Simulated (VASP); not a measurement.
# NaF (Pm-3m) in VASP: a series of runs, part 2 of 2

VASP 6.6.1. Earlier steps stand in the parts before.

## (4) Single point, r2SCAN (volume changed by -3%)

POSCAR

```
NaF
1.0
    2.7652662458      0.0000000000      0.0000000000
    0.0000000000      2.7652662458      0.0000000000
    0.0000000000      0.0000000000      2.7652662458
Na F
1 1
Direct
    0.0000000000      0.0000000000      0.0000000000
    0.5000000000      0.5000000000      0.5000000000
```

INCAR.step1

```
SYSTEM = NaF
PREC = Accurate
ENCUT = 520
ISMEAR = 0
SIGMA = 0.01
LREAL = .False.
LASPH = .True.
NELM = 80
NBANDS = 14
GGA = PE
ALGO = Normal
EDIFF = 1E-4
LWAVE = .True.
LCHARG = .False.
```

INCAR.step2

```
SYSTEM = NaF
PREC = Accurate
ENCUT = 520
EDIFF = 1E-7
ISMEAR = 0
SIGMA = 0.01
LREAL = .False.
LASPH = .True.
NELM = 80
ALGO = Normal
ISIF = 2
LWAVE = .False.
LCHARG = .True.
METAGGA = R2SCAN
LMIXTAU = .True.
LELF = .True.
LVHAR = .True.
NBANDS = 14
ISTART = 1
```

KPOINTS

```
regular mesh
0
Gamma
  8 8 8
  0 0 0
```

Started as:

```console
> cat potpaw_PBE.64/Na_pv/POTCAR potpaw_PBE.64/F/POTCAR > POTCAR
> cp INCAR.step1 INCAR
> mpirun -np 1 vasp_std > vasp.out
> cp INCAR.step2 INCAR
> mpirun -np 1 vasp_std > vasp.out
```

It took 24 s on 1 thread of Intel Xeon Platinum 8488C (Sapphire Rapids), shared host; peak memory 0.13 GiB.

It converged, with:

```
Free energy            : -12.3129 eV
Pressure               : 1.1 GPa
Band gap on the k mesh : 7.33 eV, indirect (least direct gap 7.68 eV)
```

Levels at points of the mesh, in eV from the valence-band top:
```
           k point  band 5  band 6  band 7  band 8  band 9  band 10
(0.00, 0.00, 0.00)   -0.35   -0.35   -0.35    7.33   16.62    16.62
(0.50, 0.00, 0.00)   -2.73   -0.23   -0.23   12.17   13.29    20.73
(0.50, 0.50, 0.00)   -1.97   -1.97    0.00   13.20   16.81    16.83
(0.50, 0.50, 0.50)   -1.77   -1.77   -1.77   15.76   15.76    15.76
```

Caveat: the PAW data sets were made with another functional, which shifts forces and pressure a little. A k mesh can miss the band edges.

## (5) Single point, r2SCAN

POSCAR

```
NaF
1.0
    2.7934851974      0.0000000000      0.0000000000
    0.0000000000      2.7934851974      0.0000000000
    0.0000000000      0.0000000000      2.7934851974
Na F
1 1
Direct
    0.0000000000      0.0000000000      0.0000000000
    0.5000000000      0.5000000000      0.5000000000
```

INCAR.step1

```
SYSTEM = NaF
PREC     = Accurate       ! precision mode
ENCUT    = 520            ! plane-wave cutoff, eV
ISMEAR   = 0              ! smearing method
SIGMA    = 0.01           ! smearing width, eV
LREAL    = .False.        ! projectors in reciprocal space
LASPH    = .True.         ! aspherical terms in the spheres
NELM     = 60             ! most SCF steps
NBANDS   = 14             ! bands
GGA      = PE             ! functional
ALGO     = Normal         ! electronic algorithm
EDIFF    = 1E-4           ! SCF threshold, eV
LWAVE    = .True.         ! write WAVECAR
LCHARG   = .False.        ! write CHGCAR
```

INCAR.step2

```
SYSTEM = NaF
PREC     = Accurate       ! precision mode
ENCUT    = 520            ! plane-wave cutoff, eV
EDIFF    = 1E-7           ! SCF threshold, eV
ISMEAR   = 0              ! smearing method
SIGMA    = 0.01           ! smearing width, eV
LREAL    = .False.        ! projectors in reciprocal space
LASPH    = .True.         ! aspherical terms in the spheres
NELM     = 60             ! most SCF steps
ALGO     = Normal         ! electronic algorithm
ISIF     = 2              ! what is computed and relaxed
LWAVE    = .False.        ! write WAVECAR
LCHARG   = .False.        ! write CHGCAR
METAGGA  = R2SCAN         ! meta-GGA
LMIXTAU  = .True.       
NBANDS   = 14             ! bands
ISTART   = 1
```

KPOINTS is that of step 4.

Potentials or basis: VASP PAW PBE potentials, release 64 (Na_pv, F).

Started as:

```console
> cat potpaw_PBE.64/Na_pv/POTCAR potpaw_PBE.64/F/POTCAR > POTCAR
> cp INCAR.step1 INCAR
> mpirun -np 1 vasp_std > vasp.out
> cp INCAR.step2 INCAR
> mpirun -np 1 vasp_std > vasp.out
```

OUTCAR:

```text
SYSTEM = NaF
   PREC = Accurate
   ENCUT = 520
   EDIFF = 1E-7
   ISMEAR = 0
   LREAL = .False.
   LASPH = .True.
   NELM = 60
   ISIF = 2
   METAGGA = R2SCAN
   ISTART = 1

 ion  position               nearest neighbor table
   1  0.000  0.000  0.000-
   2  0.500  0.500  0.500-

  LATTYP: Found a simple cubic cell.
 ALAT       =     2.7934851974

  Lattice vectors:

 A1 = (   2.7934851974,   0.0000000000,   0.0000000000)
 A2 = (   0.0000000000,   2.7934851974,   0.0000000000)
 A3 = (   0.0000000000,   0.0000000000,   2.7934851974)
[... 583 lines left out ...]
      8      12.0852      0.00000
      9      13.8621      0.00000
     10      15.4417      0.00000
     11      17.3439      0.00000
     12      22.2348      0.00000
     13      22.3215      0.00000
     14      29.5082      0.00000

 [... further k-points ...]
[... 5 lines left out ...]
  --------------------------------------------------------------------------------------
  -------------------------------------------------------------------------------------
  Total       -0.1189277     -0.1189277     -0.1189277      0.0000000      0.0000000     -0.0000000
  in kB       -8.7408643     -8.7408643     -8.7408643      0.0000000      0.0000000     -0.0000000
  external PRESSURE =      -8.7408643 kB  Pullay stress =       0.0000000 kB

 VOLUME and BASIS-vectors are now :
 -----------------------------------------------------------------------------
  energy-cutoff  :      520.00
  volume of cell :       21.80
      direct lattice vectors                 reciprocal lattice vectors
     2.793485197  0.000000000  0.000000000     0.357975765  0.000000000  0.000000000
     0.000000000  2.793485197  0.000000000     0.000000000  0.357975765  0.000000000
     0.000000000  0.000000000  2.793485197     0.000000000  0.000000000  0.357975765

 POSITION                                       TOTAL-FORCE (eV/Angst)
 -----------------------------------------------------------------------------------
      0.00000      0.00000      0.00000         0.000000      0.000000      0.000000
      1.39674      1.39674      1.39674         0.000000      0.000000      0.000000
 -----------------------------------------------------------------------------------
    total drift:                                0.000000      0.000000     -0.000000

  FREE ENERGIE OF THE ION-ELECTRON SYSTEM (eV)
  ---------------------------------------------------
  free  energy   TOTEN  =       -12.3138646313 eV

  energy  without entropy=      -12.3138646313  energy(sigma->0) =      -12.31386463
```

OUTCAR.step1:

```text
SYSTEM = NaF
   PREC = Accurate
   ENCUT = 520
   ISMEAR = 0
   LREAL = .False.
   LASPH = .True.
[... 630 lines left out ...]
      0.00000      0.00000      0.00000         0.000000      0.000000      0.000000
      1.39674      1.39674      1.39674         0.000000      0.000000      0.000000
 -----------------------------------------------------------------------------------
    total drift:                                0.000000      0.000000     -0.000000

  FREE ENERGIE OF THE ION-ELECTRON SYSTEM (eV)
  ---------------------------------------------------
  free  energy   TOTEN  =        -8.2302630641 eV

  energy  without entropy=       -8.2302630641  energy(sigma->0) =       -8.23026306
```

Run time: 21 s. Hardware: 1 thread of Intel Xeon Platinum 8488C (Sapphire Rapids), shared host; peak memory 0.14 GiB.

What came out:

* Free energy: -12.3139 eV
* Pressure: -0.9 GPa
* Band gap on the k mesh: 7.11 eV, indirect (least direct gap 7.45 eV)

Levels at points of the mesh, in eV from the valence-band top:
```tsv
k point	band 5	band 6	band 7	band 8	band 9	band 10
(0.00, 0.00, 0.00)	-0.34	-0.34	-0.34	7.11	16.47	16.47
(0.50, 0.00, 0.00)	-2.62	-0.22	-0.22	11.90	12.98	20.48
(0.50, 0.50, 0.00)	-1.89	-1.89	0.00	13.01	16.48	16.48
(0.50, 0.50, 0.50)	-1.69	-1.69	-1.69	15.52	15.52	15.52
```

Caveat: the PAW data sets were made with another functional, which shifts forces and pressure a little. A k mesh can miss the band edges.

## (6) Single point, r2SCAN (volume changed by +3%)

POSCAR

```
NaF
1.0
    2.8211452655      0.0000000000      0.0000000000
    0.0000000000      2.8211452655      0.0000000000
    0.0000000000      0.0000000000      2.8211452655
Na F
1 1
Direct
    0.0000000000      0.0000000000      0.0000000000
    0.5000000000      0.5000000000      0.5000000000
```

INCAR.step1

```
SYSTEM = NaF
  PREC = Accurate
  ENCUT = 520
  ISMEAR = 0
  SIGMA = 0.01
  LREAL = .FALSE.
  LASPH = .TRUE.
  NELM = 80
  NBANDS = 14
  GGA = PE
  ALGO = Normal
  EDIFF = 1E-4
  LWAVE = .TRUE.
  LCHARG = .FALSE.
```

INCAR.step2

```
SYSTEM = NaF
  PREC = Accurate
  ENCUT = 520
  EDIFF = 1E-6
  ISMEAR = 0
  SIGMA = 0.01
  LREAL = .FALSE.
  LASPH = .TRUE.
  NELM = 80
  ALGO = Normal
  ISIF = 2
  LWAVE = .FALSE.
  LCHARG = .FALSE.
  METAGGA = R2SCAN
  LMIXTAU = .TRUE.
  NBANDS = 14
  ISTART = 1
```

KPOINTS

```
regular mesh
0
G
  8 8 8
  0 0 0
```

Potentials or basis: VASP PAW PBE potentials, release 64 (Na_pv, F).

Started as:

```console
> cat potpaw_PBE.64/Na_pv/POTCAR potpaw_PBE.64/F/POTCAR > POTCAR
> cp INCAR.step1 INCAR
> mpirun -np 1 vasp_std > vasp.out
> cp INCAR.step2 INCAR
> mpirun -np 1 vasp_std > vasp.out
```

Run time: 19 s. Hardware: 1 thread of Intel Xeon Platinum 8488C (Sapphire Rapids), shared host; peak memory 0.13 GiB.

It converged, with:

* Free energy: -12.3079 eV
* Pressure: -2.4 GPa
* Band gap on the k mesh: 6.91 eV, indirect (least direct gap 7.24 eV)

Levels at points of the mesh, in eV from the valence-band top:
| k point | band 5 | band 6 | band 7 | band 8 | band 9 | band 10 |
| --- | --- | --- | --- | --- | --- | --- |
| (0.00, 0.00, 0.00) | -0.33 | -0.33 | -0.33 | 6.91 | 16.33 | 16.33 |
| (0.50, 0.00, 0.00) | -2.52 | -0.21 | -0.21 | 11.65 | 12.69 | 20.24 |
| (0.50, 0.50, 0.00) | -1.82 | -1.82 | 0.00 | 12.82 | 16.15 | 16.15 |
| (0.50, 0.50, 0.50) | -1.61 | -1.61 | -1.61 | 15.28 | 15.28 | 15.28 |

Caveat: the PAW data sets were made with another functional, which shifts forces and pressure a little. A k mesh can miss the band edges.

## (7) Overview

```csv
level,cell,k mesh,gap on the mesh (eV),pressure (GPa)
PBE,"a = 2.793 Å, 2 atoms",10 × 10 × 10,6.11,4.2
r2SCAN,"a = 2.736 Å, 2 atoms",8 × 8 × 8,7.57,3.3
r2SCAN,"a = 2.765 Å, 2 atoms",8 × 8 × 8,7.33,1.1
r2SCAN,"a = 2.793 Å, 2 atoms",8 × 8 × 8,7.11,-0.9
r2SCAN,"a = 2.821 Å, 2 atoms",8 × 8 × 8,6.91,-2.4
```

Alike in all rows: task single point; potentials or basis VASP PAW PBE potentials, release 64 (Na_pv, F); no spin polarisation; cutoff (eV) 520; smearing gaussian 0.01 eV.

Caveats: the PAW data sets were made with another functional, which shifts forces and pressure a little (some runs).

Absolute energies hang on the potentials; compare differences alone.
